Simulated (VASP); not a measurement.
# NaZnCl3 in VASP: further runs

The runs below take NaZnCl3 through single point, with PBE.

All numbers are computed with VASP 6.6.1; they aren't measurements. Logs are shortened: lines on timing, memory, paths and dates and some standing lists are left out, and cuts for length are marked.

## Step 1: The cell of the first run

The cell holds an amorphous packing of atoms, 15 atoms: a = 7.375 Å, b = 7.310 Å, c = 7.576 Å, α = 87.55°, β = 89.61°, γ = 89.22°.

## Step 2: Single point, PBE

The input, INCAR:

```
PREC     = Accurate       # precision mode
ENCUT    = 520            # plane-wave cutoff, eV
EDIFF    = 1E-6           # SCF threshold, eV
ISMEAR   = -1             # smearing method
SIGMA    = 0.1379         # smearing width, eV
LREAL    = Auto         
LASPH    = T              # aspherical terms in the spheres
NELM     = 80             # most SCF steps
ALGO     = Normal         # electronic algorithm
ISIF     = 2              # what is computed and relaxed
LWAVE    = F              # write WAVECAR
LCHARG   = F              # write CHGCAR
GGA      = PE             # functional
NBANDS   = 73             # bands
ISYM     = 0
```

The input, KPOINTS:

```
regular mesh
0
Gamma
  1 1 1
```

The input, POSCAR:

```
NaZnCl3
1.0
    7.3746020000      0.0495700000      0.0246180000
    0.0495700000      7.3079440000      0.1589410000
    0.0246180000      0.1589410000      7.5744090000
Na Cl Zn
3 9 3
Direct
    0.7584907986      0.5372313465      0.5449947826
    0.9659976802      0.8746097316      1.0823044707
    0.2241097693      0.1922132601      0.1403296677
    0.4012342591      0.1882656604      0.8356365867
    0.6492799785      0.8150043394      0.7696322473
    0.7168484260      0.1798629243      0.1767551808
    0.2491018764      0.8197807077      0.2414198711
    1.0225945198      0.0086775023      0.5250331157
    0.7193565153      0.7593910218      0.2546506946
    0.8605385789      0.2799017656      0.8890951617
    0.1364362491      0.4607651814      0.5192474731
    0.6146991688      0.1861370092      0.4196306977
    0.3490097248      0.5927753067      0.8287153200
    0.2758340586      0.1669152373      0.5671708304
    0.4764796049      0.6814107373      0.0861980019
```

Potentials or basis: VASP PAW PBE potentials, release 64 (Na_pv, Cl, Zn).

On the command line:

```console
$ cat potpaw_PBE.64/Na_pv/POTCAR potpaw_PBE.64/Cl/POTCAR potpaw_PBE.64/Zn/POTCAR > POTCAR
$ mpirun -np 1 vasp_gam > vasp.out
```

OUTCAR:

```text
PREC = Accurate
   ENCUT = 520
   EDIFF = 1E-6
   ISMEAR = -1
   LREAL = Auto
   LASPH = T
   NELM = 80
   ISIF = 2
   GGA = PE
   ISYM = 0

 ion  position               nearest neighbor table
   1  0.758  0.537  0.545-   9 2.69
   2  0.966  0.875  0.082-   9 2.37   7 2.44
   3  0.224  0.192  0.140-   4 2.65
   4  0.401  0.188  0.836-  14 2.25   3 2.65
   5  0.649  0.815  0.770-  13 2.79  15 2.85
   6  0.717  0.180  0.177-  12 1.99  10 2.50
   7  0.249  0.820  0.241-  15 2.29   2 2.44
   8  0.023  0.009  0.525-  14 2.24
   9  0.719  0.759  0.255-  15 2.30   2 2.37   1 2.69
  10  0.861  0.280  0.889-   6 2.50
  11  0.136  0.461  0.519-  14 2.38
  12  0.615  0.186  0.420-   6 1.99  14 2.73
  13  0.349  0.593  0.829-  15 2.29   5 2.79
  14  0.276  0.167  0.567-   8 2.24   4 2.25  11 2.38  12 2.73
  15  0.476  0.681  0.086-   7 2.29  13 2.29   9 2.30   5 2.85

IMPORTANT INFORMATION: All symmetrisations will be switched off!
NOSYMM: (Re-)initialisation of all symmetry stuff for point group C_1.

----------------------------------------------------------------------------------------

                                     Primitive cell

  volume of cell :     408.0000

  direct lattice vectors                    reciprocal lattice vectors
     7.374602000  0.049570000  0.024618000     0.135608067 -0.000910663 -0.000421638
     0.049570000  7.307944000  0.158941000    -0.000910663  0.136905986 -0.002869868
     0.024618000  0.158941000  7.574409000    -0.000421638 -0.002869868  0.132085093

  length of vectors
     7.374809685  7.309840281  7.576116419     0.135611780  0.136939091  0.132116940

  position of ions in fractional coordinates (direct lattice)
     0.758490799  0.537231347  0.544994783
     0.965997680  0.874609732  0.082304471
     0.224109769  0.192213260  0.140329668
     0.401234259  0.188265660  0.835636587
     0.649279978  0.815004339  0.769632247
     0.716848426  0.179862924  0.176755181
     0.249101876  0.819780708  0.241419871
     0.022594520  0.008677502  0.525033116
     0.719356515  0.759391022  0.254650695
     0.860538579  0.279901766  0.889095162
     0.136436249  0.460765181  0.519247473
     0.614699169  0.186137009  0.419630698
     0.349009725  0.592775307  0.828715320
     0.275834059  0.166915237  0.567170830
     0.476479605  0.681410737  0.086198002
[... 78 lines left out ...]
   NUPDOWN=      -1.0000    fix difference up-down
   EMIN   =  10.00;   EMAX   =-10.00  energy-range for DOS
   EFERMI =   0.00;   METHOD = LEGACY
   ISMEAR =    -1;   SIGMA  =   0.14  broadening in eV -4-tet -1-fermi 0-gaus
   EFERMI_NEDOS =   21; number of points for ismear=-14 and -15
   IALGO  =     38    algorithm
   IMIX   =      4    mixing-type and parameters
     AMIX     =   0.40;   BMIX     =  1.00
     AMIX_MAG =   1.60;   BMIX_MAG =  1.00
  volume/ion in A,a.u.               =      27.20       183.55
  Fermi-wavevector in a.u.,A,eV,Ry     =   1.088717  2.057378 16.127063  1.185306
  Thomas-Fermi vector in A             =   2.224905
   LORBIT       =      0    0 simple, 1 ext, 2 COOP (PROOUT), +10 PAW based schemes
   GGA     = PE    functional components
   LHFCALC =     F    Hartree Fock is set to
   AEXX    =    0.0000 exact exchange contribution
   IVDW    =     0    specifies the selected vdW correction
   LEPSILON=     F    determine dielectric tensor
   LRPA    =     F    only Hartree local field effects (RPA)
 non-spin polarized calculation
  energy-cutoff  :      520.00
  volume of cell :      408.00
 maximum number of plane-waves:      5501
 NGX is ok and might be reduce to    54
   NGX = 27   NGY = 27   NGZ = 29

 number of electron     120.0000008 magnetization

 Free energy of the ion-electron system (eV)
  ---------------------------------------------------
  ext. energy  EPLUGINS =         0.00000000
  ---------------------------------------------------
  free energy    TOTEN  =       -35.97030052 eV

  energy without entropy =      -35.96822915  energy(sigma->0) =      -35.96926484

 E-fermi :   0.9693     XC(G=0):  -7.7006

 val. band max:       -0.1151869241   @ k =   0.0000   0.0000   0.0000
 cond. band min:       2.0789973943   @ k =   0.0000   0.0000   0.0000
 fundamental gap:      2.1941843184
 Fermi energy:         0.9693206233

 k-point     1 :       0.0000    0.0000    0.0000
  band No.  band energies     occupation
      1     -23.7973      2.00000
      2     -23.7396      2.00000
      3     -23.7304      2.00000
      4     -22.9623      2.00000
      5     -22.9448      2.00000
      6     -22.9049      2.00000
[... 64 lines left out ...]
     71       6.5090      0.00000
     72       6.6573      0.00000
 [bands above 72 left out]

------------------------ aborting loop because EDIFF is reached ----------------------------------------

  FORCE on cell =-STRESS in cart. coord.  units (eV):
  Direction    XX          YY          ZZ          XY          YZ          ZX
  --------------------------------------------------------------------------------------
  -------------------------------------------------------------------------------------
  Total        4.0362708      3.4282332      7.8389520     -0.2934384      0.9253625     -4.7109538
  in kB       15.8500520     13.4623461     30.7828197     -1.1523046      3.6338106    -18.4994680
  external PRESSURE =      20.0317392 kB  Pullay stress =       0.0000000 kB

 VOLUME and BASIS-vectors are now :
 -----------------------------------------------------------------------------
  energy-cutoff  :      520.00
  volume of cell :      408.00
      direct lattice vectors                 reciprocal lattice vectors
     7.374602000  0.049570000  0.024618000     0.135608067 -0.000910663 -0.000421638
     0.049570000  7.307944000  0.158941000    -0.000910663  0.136905986 -0.002869868
     0.024618000  0.158941000  7.574409000    -0.000421638 -0.002869868  0.132085093

 POSITION                                       TOTAL-FORCE (eV/Angst)
 -----------------------------------------------------------------------------------
      5.63361      4.05028      4.23207         0.230984      0.032486      0.366725
      7.16923      6.45257      0.78620        -0.293472      0.243361     -1.179205
      1.66570      1.43810      1.09898        -0.142696      0.251769     -0.026318
      2.98885      1.52854      6.36925        -0.242874      0.134711     -0.391480
      4.84753      6.11052      5.97503        -0.188256     -0.723344      0.104914
      5.29974      1.37806      1.38505         1.040388      1.277245     -2.881202
      1.88361      6.04163      1.96504         0.826905      0.329618     -0.016668
      0.17998      0.14798      3.97875         0.431025      0.060085      0.142107
      5.34888      5.62572      2.06724        -0.999180     -1.490010      0.489365
      6.38189      2.22948      6.80004         0.426954     -0.271863      0.278915
      1.04179      3.45654      4.00959         0.926762     -0.046977      0.206484
      4.55272      1.45745      3.22317        -1.634206     -0.011735      2.982995
      2.62359      4.48099      6.37984        -0.240320     -0.558774     -0.891762
      2.05640      1.32363      4.32930        -0.766292      0.065333      0.519403
      3.54975      5.01703      0.77293         0.624279      0.708095      0.295725
 -----------------------------------------------------------------------------------
    total drift:                               -0.000737     -0.000450      0.002296

  FREE ENERGIE OF THE ION-ELECTRON SYSTEM (eV)
  ---------------------------------------------------
  free  energy   TOTEN  =       -35.9703005223 eV

  energy  without entropy=      -35.9682291515  energy(sigma->0) =      -35.96926484
```

OSZICAR:

```text
N       E                     dE             d eps       ncg     rms          rms(c)
DAV:   1     0.157571053194E+04    0.15757E+04   -0.59125E+04   146   0.186E+03
DAV:   2     0.266064184623E+03   -0.13096E+04   -0.12775E+04   170   0.471E+02
DAV:   3    -0.116273849578E+02   -0.27769E+03   -0.26887E+03   170   0.206E+02
DAV:   4    -0.391654336677E+02   -0.27538E+02   -0.27234E+02   171   0.608E+01
DAV:   5    -0.399005336587E+02   -0.73510E+00   -0.73249E+00   180   0.119E+01    0.182E+01
DAV:   6    -0.361864244848E+02    0.37141E+01   -0.46269E+00   228   0.451E+01    0.131E+01
DAV:   7    -0.360875067561E+02    0.98918E-01   -0.80328E+00   188   0.990E+00    0.609E+00
DAV:   8    -0.359712305111E+02    0.11628E+00   -0.13052E+00   180   0.658E+00    0.260E+00
DAV:   9    -0.359644064337E+02    0.68241E-02   -0.16316E-01   188   0.386E+00    0.509E-01
DAV:  10    -0.359674313562E+02   -0.30249E-02   -0.28808E-02   164   0.134E+00    0.341E-01
DAV:  11    -0.359692559951E+02   -0.18246E-02   -0.46127E-03   164   0.424E-01    0.164E-01
DAV:  12    -0.359701883349E+02   -0.93234E-03   -0.15608E-03   148   0.248E-01    0.589E-02
DAV:  13    -0.359702387646E+02   -0.50430E-04   -0.26833E-04   180   0.178E-01    0.463E-02
DAV:  14    -0.359702836493E+02   -0.44885E-04   -0.10879E-04   156   0.535E-02    0.185E-02
DAV:  15    -0.359702962756E+02   -0.12626E-04   -0.26887E-05   156   0.296E-02    0.126E-02
DAV:  16    -0.359702990621E+02   -0.27865E-05   -0.45688E-06   140   0.143E-02    0.709E-03
DAV:  17    -0.359703003944E+02   -0.13323E-05   -0.30220E-06   124   0.119E-02    0.298E-03
DAV:  18    -0.359703005223E+02   -0.12792E-06   -0.60083E-07   116   0.693E-03
   1 F= -.35970301E+02 E0= -.35969265E+02  d E =-.207137E-02
```

Run time: 53 s. Hardware: 1 thread of Intel Xeon 6975P-C (Granite Rapids), shared host; peak memory 0.38 GiB.

Results:

| Quantity | Value |
| --- | --- |
| Free energy | -35.9703 eV |
| Pressure | 2.0 GPa |
| Largest force | 3.401 eV/Å |
| Band gap on the k mesh | 2.19 eV |

Forces on the atoms (eV/Å):
```
Na   0.231  0.032  0.367
Na  -0.293  0.243 -1.179
Na  -0.143  0.252 -0.026
Cl  -0.243  0.135 -0.391
Cl  -0.188 -0.723  0.105
Cl   1.040  1.277 -2.881
Cl   0.827  0.330 -0.017
Cl   0.431  0.060  0.142
Cl  -0.999 -1.490  0.489
Cl   0.427 -0.272  0.279
Cl   0.927 -0.047  0.206
Cl  -1.634 -0.012  2.983
Zn  -0.240 -0.559 -0.892
Zn  -0.766  0.065  0.519
Zn   0.624  0.708  0.296
```

Levels at points of the mesh, in eV from the valence-band top:
```tsv
k point	band 57	band 58	band 59	band 60	band 61	band 62	band 63	band 64
(0.00, 0.00, 0.00)	-0.77	-0.67	-0.42	0.00	2.19	2.37	3.02	4.10
```

Caveat: the k points lie up to 0.86 Å⁻¹ apart.

## Step 3: Single point, PBE

The input, INCAR:

```
SYSTEM = NaZnCl3
PREC = Accurate
ENCUT = 520
EDIFF = 1E-6
ISMEAR = -1
SIGMA = 0.1379
LREAL = Auto
LASPH = .True.
NELM = 80
ALGO = Normal
ISIF = 2
LWAVE = .False.
LCHARG = .False.
GGA = PE
NBANDS = 73
ISYM = 0
```

The input, KPOINTS:

```
regular mesh
0
Gamma
  1 1 1
  0 0 0
```

The input, POSCAR:

```
NaZnCl3
1.0
    7.3746020000      0.0495700000      0.0246180000
    0.0495700000      7.3079440000      0.1589410000
    0.0246180000      0.1589410000      7.5744090000
Na Cl Zn
3 9 3
Direct
    0.6750173884      0.4874442390      0.6887158519
    0.8395722667      1.0005129611      1.1853625648
    0.2244944761      0.1604720000      0.2077338067
    0.2613161920      0.2610812926      0.9017502747
    0.5532323560      0.9028525245      0.8117702969
    0.7436634527      0.3652175384      0.0830766403
    0.1599135648      0.8505182734      0.1331511175
    0.9844585140      0.1103808674      0.5472294346
    0.6703293530      0.6802085459      0.2870613147
    0.7888948863      0.2497230716      0.8350158740
    0.3492903045      0.5260150661      0.4948190427
    0.5072330030      0.1162531319      0.3724028566
    0.2156720541      0.6120693739      0.8146949375
    0.2523032114      0.1514132211      0.6082004590
    0.4481105509      0.7085565147      0.0529242260
```

Potentials or basis: VASP PAW PBE potentials, release 64 (Na_pv, Cl, Zn).

On the command line:

```console
$ cat potpaw_PBE.64/Na_pv/POTCAR potpaw_PBE.64/Cl/POTCAR potpaw_PBE.64/Zn/POTCAR > POTCAR
$ mpirun -np 1 vasp_gam > vasp.out
```

Run time: 50 s. Hardware: 1 thread of Intel Xeon 6975P-C (Granite Rapids), shared host; peak memory 0.38 GiB.

Results (log left out):

- Free energy: -35.6278 eV
- Pressure: 2.4 GPa
- Largest force: 3.478 eV/Å
- Band gap on the k mesh: 0.68 eV

Forces in eV/Å, atoms in the order of the input:
```
Na  -1.441  2.582 -1.831
Na  -0.573 -0.295  0.149
Na  -0.025  0.800  0.543
Cl   0.117  0.257 -1.405
Cl  -0.072 -0.895  0.413
Cl  -0.054  0.793  0.497
Cl  -0.219 -0.819  0.001
Cl  -1.509 -0.518 -0.945
Cl   0.023  0.120 -0.806
Cl   1.610 -2.511  0.836
Cl  -1.116 -0.426  1.113
Cl  -0.391 -0.090  1.121
Zn   0.683 -0.320 -0.420
Zn   2.897  0.782  0.500
Zn   0.070  0.539  0.236
```

Stress tensor (GPa, compression positive):
```
 2.58  0.21  0.43
 0.21  3.63 -0.24
 0.43 -0.24  1.07
```

Levels at points of the mesh, in eV from the valence-band top:
| k point | band 57 | band 58 | band 59 | band 60 | band 61 | band 62 | band 63 | band 64 |
| --- | --- | --- | --- | --- | --- | --- | --- | --- |
| (0.00, 0.00, 0.00) | -1.57 | -1.18 | -1.15 | 0.00 | 0.68 | 1.83 | 2.40 | 3.68 |

Caveat: the k points lie up to 0.86 Å⁻¹ apart.

## Step 4: Single point, PBE

The input, INCAR:

```
SYSTEM = NaZnCl3
PREC = Accurate ; ENCUT = 520
EDIFF = 1E-6 ; ISMEAR = -1
SIGMA = 0.1379 ; LREAL = Auto
LASPH = .True. ; NELM = 60
ALGO = Normal ; ISIF = 2
LWAVE = .False. ; LCHARG = .False.
GGA = PE ; ISYM = 0
NBANDS = 73
```

The input, KPOINTS:

```
Automatic mesh
0
Gamma
  1 1 1
  0 0 0
```

The input, POSCAR:

```
NaZnCl3
1.0
    7.3746020000      0.0495700000      0.0246180000
    0.0495700000      7.3079440000      0.1589410000
    0.0246180000      0.1589410000      7.5744090000
Na Cl Zn
3 9 3
Direct
    0.7871253809      0.4989674242      0.6132413982
    0.8589187870      0.9899726834      1.2193862107
    0.1756908542      0.3135964540      0.2064708294
    0.2230819765      0.3061648404      0.8426605986
    0.4883722807      0.6762433755      0.9019992785
    0.7412048388      0.3078553692      0.1183248989
    0.1031144559      0.6632236383      0.1953014552
    0.9634281650      0.1563222833      0.5265184789
    0.7186761348      0.7205233943      0.2873179838
    0.9137874640     -0.0100843779      0.9201000634
    0.3670029247      0.4382948233      0.4380219109
    0.3841348640      0.0028938283      0.3943381484
    0.0722641182      0.6934224269      0.8624559022
    0.2677273056      0.2024092792      0.5818201732
    0.4091367266      0.7563425261      0.1793638335
```

On the command line:

```console
$ cat potpaw_PBE.64/Na_pv/POTCAR potpaw_PBE.64/Cl/POTCAR potpaw_PBE.64/Zn/POTCAR > POTCAR
$ mpirun -np 1 vasp_gam > vasp.out
```

It took 42 s on 1 thread of Intel Xeon 6975P-C (Granite Rapids), shared host; peak memory 0.38 GiB.

The run converged. Its results:

```yaml
Free_energy: -37.5171 eV
Pressure: 2.7 GPa
Largest_force: 2.628 eV/Å
Band_gap_on_the_k_mesh: 0.78 eV
```

Forces in eV/Å, atoms in the order of the input:
```
Na  -0.433 -0.286 -0.354
Na   0.345  1.272  1.443
Na  -0.433 -0.540 -0.584
Cl  -0.071  0.686  1.210
Cl  -0.801  0.579 -0.063
Cl   0.334  0.039 -0.430
Cl   0.870  0.330 -0.857
Cl  -0.286  0.309 -0.524
Cl  -1.997 -1.394  0.987
Cl   0.597 -1.252 -2.014
Cl   1.307  1.527  0.119
Cl   0.325 -0.939 -0.843
Zn   0.371  0.735  1.222
Zn  -0.837 -0.780  0.279
Zn   0.709 -0.285  0.410
```

Stress tensor (GPa, compression positive):
```
 1.20  2.29 -0.07
 2.29  3.30 -1.38
-0.07 -1.38  3.50
```

Levels at points of the mesh, in eV from the valence-band top:
```csv
k point,band 58,band 59,band 60,band 61,band 62,band 63
"(0.00, 0.00, 0.00)",-0.36,-0.24,0.00,0.78,3.10,4.55
```

Caveat: the k points lie up to 0.86 Å⁻¹ apart.

(Part 1 of 2 ends here.)
